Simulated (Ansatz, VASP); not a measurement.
## SnO2 in VASP and in Ansatz

```
CELL_PARAMETERS angstrom
-3.19042 3.33922 3.33922
3.19042 -3.33922 3.33922
3.16460 3.36625 -3.31219
ATOMIC_POSITIONS crystal
Sn 0.99999 0.24999 0.75000
Sn 0.00001 0.75001 0.25000
Sn 0.50000 0.50000 0.50000
Sn 0.50000 0.00000 0.00000
O 0.19372 0.19362 0.49926
O 0.69383 0.74965 0.94410
O 0.19372 0.69360 0.99924
O 0.30619 0.75037 0.55590
O 0.69381 0.24963 0.44410
O 0.30617 0.25035 0.05590
O 0.80628 0.30640 0.00076
O 0.80628 0.80638 0.50074
```

Change from the starting cell: shear of c along a, cell held, atoms relaxed: +1.0 %.

Alike in both runs: functional LDA; k mesh 6 × 6 × 6; occupations gaussian, width 0.02 eV; no spin polarisation.

Ansatz relaxed the structure, and its values are those at the end. VASP's run is a single point on that final structure, the one shown.

|  | VASP | Ansatz |
| --- | --- | --- |
| version | VASP 6.6.1 | Ansatz 0.2.0 |
| potentials or method | VASP PAW LDA potentials, release 64 (Sn_d, O), cutoff 520 eV | scalar-relativistic, plane waves, PAW |
| valence electrons in the cell | 104 | 104 |

|  | VASP | Ansatz | Ansatz less VASP |
| --- | --- | --- | --- |
| gap on the k mesh at the Fermi level (eV) | 1.21 | 1.18 | -0.035 |
| least direct gap on the mesh (eV) | 1.21 | 1.18 | -0.035 |
| pressure (GPa) | 1.3 | 0.2 | -1.06 |
| rms of the force components (eV/Å) | 0.010 | 0.001 | -0.0090 |

LDA's correlation is that of Perdew and Zunger in VASP and of Perdew and Wang (1992) in Ansatz. Ansatz's warnings: stress scf threshold loose.
